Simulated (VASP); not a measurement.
# MgO (P6_3/mmc) in VASP: further runs

MgO is run at these levels: PBE, r2SCAN; tasks: single point.

Everything below comes from runs of VASP 6.6.1. Logs are shortened: lines on timing, memory, paths and dates and some standing lists are left out, and cuts for length are marked.

### 1 The cell of the first run

It takes space group P6_3/mmc (No. 194, hexagonal). The conventional cell has a = 2.923 Å, b = 2.923 Å, c = 5.092 Å, α = 90.00°, β = 90.00°, γ = 120.00°. Within 2.8 Å of Mg (site symmetry -3m) lie 6 O at 2.11 Å and 2 Mg at 2.55 Å. Within 2.8 Å of O (site symmetry -6m2) lie 6 Mg at 2.11 Å.

### 2 Single point, PBE

File INCAR:

```
SYSTEM = MgO
PREC = Accurate
ENCUT = 520
EDIFF = 1E-6
ISMEAR = 0
SIGMA = 0.01
LREAL = .FALSE.
LASPH = .TRUE.
NELM = 60
ALGO = Normal
ISIF = 2
LWAVE = .FALSE.
LCHARG = .FALSE.
GGA = PE
NBANDS = 16
```

File KPOINTS:

```
regular mesh
0
G
  9 9 4
  0 0 0
```

File POSCAR:

```
MgO
1.0
    2.9230552965      0.0000000000      0.0000000000
   -1.4615276482      2.5314401434      0.0000000000
    0.0000000000      0.0000000000      5.0921016473
Mg O
2 2
Direct
    0.0000000000      0.0000000000      0.0000000000
    0.0000000000      0.0000000000      0.5000000000
    0.3333333333      0.6666666667      0.2500000000
    0.6666666667      0.3333333333      0.7500000000
```

Potentials or basis: VASP PAW PBE potentials, release 64 (Mg, O).

The run is started by

```bash
$ cat potpaw_PBE.64/Mg/POTCAR potpaw_PBE.64/O/POTCAR > POTCAR
$ mpirun -np 1 vasp_std > vasp.out
```

OUTCAR:

```text
SYSTEM = MgO
   PREC = Accurate
   ENCUT = 520
   EDIFF = 1E-6
   ISMEAR = 0
   LREAL = .FALSE.
   LASPH = .TRUE.
   NELM = 60
   ISIF = 2
   GGA = PE

 ion  position               nearest neighbor table
   1  0.000  0.000  0.000-   3 2.11   4 2.11   3 2.11   4 2.11   4 2.11   3 2.11   2 2.55   2 2.55

   2  0.000  0.000  0.500-   3 2.11   4 2.11   3 2.11   4 2.11   4 2.11   3 2.11   1 2.55   1 2.55

   3  0.333  0.667  0.250-   1 2.11   2 2.11   1 2.11   2 2.11   1 2.11   2 2.11
   4  0.667  0.333  0.750-   1 2.11   2 2.11   1 2.11   2 2.11   1 2.11   2 2.11

  LATTYP: Found a hexagonal cell.
 ALAT       =     2.9230552965
 C/A-ratio  =     1.7420476627

  Lattice vectors:

 A1 = (   2.9230552965,   0.0000000000,   0.0000000000)
 A2 = (  -1.4615276482,   2.5314401434,   0.0000000000)
 A3 = (   0.0000000000,   0.0000000000,   5.0921016473)

Analysis of symmetry for initial positions (statically):
=====================================================================
 Subroutine PRICEL returns:
 Original cell was already a primitive cell.

 Routine SETGRP: Setting up the symmetry group for a
 hexagonal supercell.

 Subroutine GETGRP returns: Found 24 space group operations
 (whereof 12 operations were pure point group operations)
 out of a pool of 24 trial point group operations.

The static configuration has the point symmetry D_3d.
 The point group associated with its full space group is D_6h.

Analysis of symmetry for dynamics (positions and initial velocities):
=====================================================================
 Subroutine PRICEL returns:
 Original cell was already a primitive cell.

 Routine SETGRP: Setting up the symmetry group for a
 hexagonal supercell.

 Subroutine GETGRP returns: Found 24 space group operations
 (whereof 12 operations were pure point group operations)
 out of a pool of 24 trial point group operations.

The dynamic configuration has the point symmetry D_3d.
 The point group associated with its full space group is D_6h.

 Subroutine INISYM returns: Found 24 space group operations
 (whereof 12 operations are pure point group operations),
 and found     1 'primitive' translations

----------------------------------------------------------------------------------------

                                     Primitive cell

  volume of cell :      37.6792

  direct lattice vectors                    reciprocal lattice vectors
     2.923055296  0.000000000  0.000000000     0.342107794  0.197516027  0.000000000
    -1.461527648  2.531440143  0.000000000     0.000000000  0.395032054  0.000000000
     0.000000000  0.000000000  5.092101647     0.000000000  0.000000000  0.196382568

  length of vectors
     2.923055296  2.923055296  5.092101647     0.395032054  0.395032054  0.196382568

  position of ions in fractional coordinates (direct lattice)
     0.000000000  0.000000000  0.000000000
     0.000000000  0.000000000  0.500000000
     0.333333333  0.666666667  0.250000000
     0.666666667  0.333333333  0.750000000

  ion indices of the primitive-cell ions
   primitive index   ion index
                 1           1
                 2           2
                 3           3
                 4           4

----------------------------------------------------------------------------------------

 KPOINTS: regular mesh

Automatic generation of k-mesh.
 Grid dimensions read from file:
 generate k-points for:    9    9    4

 Generating k-lattice:

  Cartesian coordinates                     Fractional coordinates (reciprocal lattice)
     0.038011977  0.021946225  0.000000000     0.111111111  0.000000000  0.000000000
     0.000000000  0.043892450  0.000000000     0.000000000  0.111111111  0.000000000
     0.000000000  0.000000000  0.049095642     0.000000000  0.000000000  0.250000000

  Length of vectors
     0.043892450  0.043892450  0.049095642

  Shift w.r.t. Gamma in fractional coordinates (k-lattice)
     0.000000000  0.000000000  0.000000000

 Subroutine IBZKPT returns following result:
 ===========================================

 Found     36 irreducible k-points:

 Following reciprocal coordinates:
            Coordinates               Weight
  0.000000  0.000000  0.000000      1.000000
  0.111111  0.000000  0.000000      6.000000
  0.222222  0.000000  0.000000      6.000000
  0.333333  0.000000  0.000000      6.000000
  0.444444  0.000000  0.000000      6.000000
  0.111111  0.111111  0.000000      6.000000
[... 16 lines left out ...]
  0.333333  0.222222  0.250000     24.000000
  0.333333  0.333333  0.250000      4.000000
 [... further k-points ...]
   k-points           NKPTS =     36   k-points in BZ     NKDIM =     36   number of bands    NBANDS=     16
   number of dos      NEDOS =    301   number of ions     NIONS =      4
   total plane-waves  NPLWV =  23040
   dimension x,y,z NGX =    24 NGY =   24 NGZ =   40
   dimension x,y,z NGXF=    48 NGYF=   48 NGZF=   80
   ions per type =               2   2
   NGX,Y,Z   is equivalent  to a cutoff of  13.65, 13.65, 13.06 a.u.
   NGXF,Y,Z  is equivalent  to a cutoff of  27.30, 27.30, 26.12 a.u.
 SYSTEM =  MgO
   PREC   = accura    normal or accurate (medium, high low for compatibility)
   ISTART =      0    job   : 0-new  1-cont  2-samecut
   ICHARG =      2    charge: 1-file 2-atom 10-const
   ISPIN  =      1    spin polarized calculation?
   LNONCOLLINEAR =      F non collinear calculations
   LSORBIT =      F    spin-orbit coupling
   LASPH  =      T    aspherical Exc in radial PAW
   ENCUT  =  520.0 eV  38.22 Ry    6.18 a.u.   5.43  5.43  9.47*2*pi/ulx,y,z
   NELM   =     60;   NELMIN=  2; NELMDL= -5     # of ELM steps
   EDIFF  = 0.1E-05   stopping-criterion for ELM
   LREAL  =      F    real-space projection
   EDIFFG = 0.1E-04   stopping-criterion for IOM
   NSW    =      0    number of steps for IOM
   IBRION =     -1    ionic relax: 0-MD 1-quasi-New 2-CG
   NFREE  =      0    steps in history (QN), initial steepest desc. (CG)
   ISIF   =      2    stress and relaxation
   ISYM   =      2    0-nonsym 1-usesym 2-fastsym
   POTIM  = 0.5000    time-step for ionic-motion
   TEBEG  =    0.0;   TEEND  =   0.0 temperature during run
   PSTRESS=    0.0 pullay stress
   NELECT =      16.0000    total number of electrons
   NUPDOWN=      -1.0000    fix difference up-down
   EMIN   =  10.00;   EMAX   =-10.00  energy-range for DOS
   EFERMI =   0.00;   METHOD = LEGACY
   ISMEAR =     0;   SIGMA  =   0.01  broadening in eV -4-tet -1-fermi 0-gaus
   EFERMI_NEDOS =   21; number of points for ismear=-14 and -15
   IALGO  =     38    algorithm
   IMIX   =      4    mixing-type and parameters
     AMIX     =   0.40;   BMIX     =  1.00
     AMIX_MAG =   1.60;   BMIX_MAG =  1.00
  volume/ion in A,a.u.               =       9.42        63.57
  Fermi-wavevector in a.u.,A,eV,Ry     =   1.230498  2.325304 20.600925  1.514125
  Thomas-Fermi vector in A             =   2.365344
   LORBIT       =      0    0 simple, 1 ext, 2 COOP (PROOUT), +10 PAW based schemes
   GGA     = PE    functional components
   LHFCALC =     F    Hartree Fock is set to
   AEXX    =    0.0000 exact exchange contribution
   IVDW    =     0    specifies the selected vdW correction
   LEPSILON=     F    determine dielectric tensor
   LRPA    =     F    only Hartree local field effects (RPA)
 non-spin polarized calculation
 Gauss-broadening in eV      SIGMA  =   0.01
  energy-cutoff  :      520.00
  volume of cell :       37.68
 maximum number of plane-waves:      1039
 NGX is ok and might be reduce to    24
   NGX = 11   NGY = 11   NGZ = 19

 number of electron      15.9999995 magnetization

 Free energy of the ion-electron system (eV)
  ---------------------------------------------------
  ext. energy  EPLUGINS =         0.00000000
  ---------------------------------------------------
  free energy    TOTEN  =       -23.20409768 eV

  energy without entropy =      -23.20409768  energy(sigma->0) =      -23.20409768

 E-fermi :   3.3511     XC(G=0): -11.0249

 val. band max:        3.2976649678   @ k =   0.0000   0.0000   0.0000
 cond. band min:       7.7516151708   @ k =   0.0000   0.0000   0.0000
 fundamental gap:      4.4539502030
 Fermi energy:         3.3510654023

 k-point     1 :       0.0000    0.0000    0.0000
  band No.  band energies     occupation
      1     -14.0836      2.00000
      2     -12.9798      2.00000
      3      -1.6557      2.00000
      4       2.7772      2.00000
      5       2.7772      2.00000
      6       2.7913      2.00000
[... 8 lines left out ...]
     15      20.5995      0.00000
     16      20.5995      0.00000

 k-point     2 :       0.1111    0.0000    0.0000
  band No.  band energies     occupation
      1     -13.9623      2.00000
      2     -12.9201      2.00000
      3      -1.4732      2.00000
      4       2.2680      2.00000
      5       2.6031      2.00000
      6       2.6850      2.00000
[... 8 lines left out ...]
     15      20.5594      0.00000
     16      20.5637      0.00000

 k-point     3 :       0.2222    0.0000    0.0000
  band No.  band energies     occupation
      1     -13.6322      2.00000
      2     -12.7696      2.00000
      3      -0.9601      2.00000
      4       1.0284      2.00000
      5       1.4146      2.00000
      6       2.4624      2.00000
[... 8 lines left out ...]
     15      20.4793      0.00000
     16      21.1042      0.00000

 k-point     4 :       0.3333    0.0000    0.0000
  band No.  band energies     occupation
      1     -13.1980      2.00000
      2     -12.6115      2.00000
      3      -0.2479      2.00000
      4      -0.2257      2.00000
      5       0.4156      2.00000
      6       2.2258      2.00000
[... 8 lines left out ...]
     15      19.8595      0.00000
     16      21.9195      0.00000
[... 324 lines left out ...]
 k-point    22 :       0.2222    0.2222    0.2500
  band No.  band energies     occupation
      1     -12.9299      2.00000
      2     -12.6106      2.00000
      3      -0.3647      2.00000
      4      -0.3139      2.00000
      5       1.0276      2.00000
      6       1.3583      2.00000
[... 8 lines left out ...]
     15      17.8397      0.00000
     16      21.3005      0.00000

 k-point    23 :       0.3333    0.2222    0.2500
  band No.  band energies     occupation
      1     -12.6710      2.00000
      2     -12.5358      2.00000
      3      -0.6439      2.00000
      4      -0.2589      2.00000
      5       0.7147      2.00000
      6       1.2470      2.00000
[... 8 lines left out ...]
     15      17.6612      0.00000
     16      21.5024      0.00000

 k-point    24 :       0.3333    0.3333    0.2500
  band No.  band energies     occupation
      1     -12.5454      2.00000
      2     -12.5454      2.00000
      3      -0.1646      2.00000
      4      -0.0242      2.00000
      5      -0.0242      2.00000
      6       0.7909      2.00000
[... 8 lines left out ...]
     15      17.6703      0.00000
     16      21.8421      0.00000

 [... further k-points ...]
[... 5 lines left out ...]
  --------------------------------------------------------------------------------------
  -------------------------------------------------------------------------------------
  Total        1.1050023      1.1050023      1.3109748      0.0000000      0.0000000      0.0000000
  in kB       46.9863800     46.9863800     55.7446458      0.0000000      0.0000000      0.0000000
  external PRESSURE =      49.9058020 kB  Pullay stress =       0.0000000 kB

 VOLUME and BASIS-vectors are now :
 -----------------------------------------------------------------------------
  energy-cutoff  :      520.00
  volume of cell :       37.68
      direct lattice vectors                 reciprocal lattice vectors
     2.923055296  0.000000000  0.000000000     0.342107794  0.197516027  0.000000000
    -1.461527648  2.531440143  0.000000000     0.000000000  0.395032054  0.000000000
     0.000000000  0.000000000  5.092101647     0.000000000  0.000000000  0.196382568

 POSITION                                       TOTAL-FORCE (eV/Angst)
 -----------------------------------------------------------------------------------
      0.00000      0.00000      0.00000         0.000000     -0.000000     -0.000000
      0.00000      0.00000      2.54605         0.000000     -0.000000     -0.000000
     -0.00000      1.68763      1.27303         0.000000      0.000000     -0.000000
      1.46153      0.84381      3.81908        -0.000000      0.000000      0.000000
 -----------------------------------------------------------------------------------
    total drift:                               -0.000000      0.000000     -0.000000

  FREE ENERGIE OF THE ION-ELECTRON SYSTEM (eV)
  ---------------------------------------------------
  free  energy   TOTEN  =       -23.2040976832 eV

  energy  without entropy=      -23.2040976832  energy(sigma->0) =      -23.20409768
```

It took 12 s on 1 thread of Intel Xeon Platinum 8375C at 2.90GHz (Ice Lake), shared host; peak memory 0.16 GiB.

What came out:

```
Free energy            : -23.2041 eV
Pressure               : 5.0 GPa
Band gap on the k mesh : 4.45 eV, direct
```

Stress tensor (GPa, compression positive):
```
4.70 0.00 0.00
0.00 4.70 0.00
0.00 0.00 5.57
```

Levels at points of the mesh, in eV from the valence-band top:
```csv
k point,band 6,band 7,band 8,band 9,band 10,band 11
"(0.00, 0.00, 0.00)",-0.51,0.00,0.00,4.45,8.13,11.75
"(0.00, 0.00, 0.50)",-0.27,-0.27,-0.27,6.90,6.90,11.94
```

PBE gaps usually lie below the measured ones, often by a third to a half.

### 3 Single point, PBE

File INCAR:

```
PREC     = Accurate       # precision mode
ENCUT    = 520            # plane-wave cutoff, eV
EDIFF    = 1E-6           # SCF threshold, eV
ISMEAR   = 0              # smearing method
SIGMA    = 0.01           # smearing width, eV
LREAL    = False          # projectors in reciprocal space
LASPH    = True           # aspherical terms in the spheres
NELM     = 60             # most SCF steps
ALGO     = Normal         # electronic algorithm
ISIF     = 2              # what is computed and relaxed
LWAVE    = False          # write WAVECAR
LCHARG   = False          # write CHGCAR
GGA      = PE             # functional
NBANDS   = 16             # bands
```

File KPOINTS:

```
Automatic mesh
0
Gamma
  9 9 4
```

POSCAR is that of step 2.

Potentials or basis: VASP PAW PBE potentials, release 64 (Mg, O).

The run is started by

```bash
$ cat potpaw_PBE.64/Mg/POTCAR potpaw_PBE.64/O/POTCAR > POTCAR
$ mpirun -np 1 vasp_std > vasp.out
```

Run time: 14 s. Hardware: 1 thread of Intel Xeon Platinum 8375C at 2.90GHz (Ice Lake), shared host; peak memory 0.16 GiB.

The run converged. Its results:

```
Free energy            : -23.2041 eV
Pressure               : 5.0 GPa
Band gap on the k mesh : 4.45 eV, direct
```

Stress tensor (GPa, compression positive):
```
4.70 0.00 0.00
0.00 4.70 0.00
0.00 0.00 5.57
```

Levels at points of the mesh, in eV from the valence-band top:
```csv
k point,band 6,band 7,band 8,band 9,band 10,band 11
"(0.00, 0.00, 0.00)",-0.51,0.00,0.00,4.45,8.13,11.75
"(0.00, 0.00, 0.50)",-0.27,-0.27,-0.27,6.90,6.90,11.94
```

(Continued in part 2 of 2.)
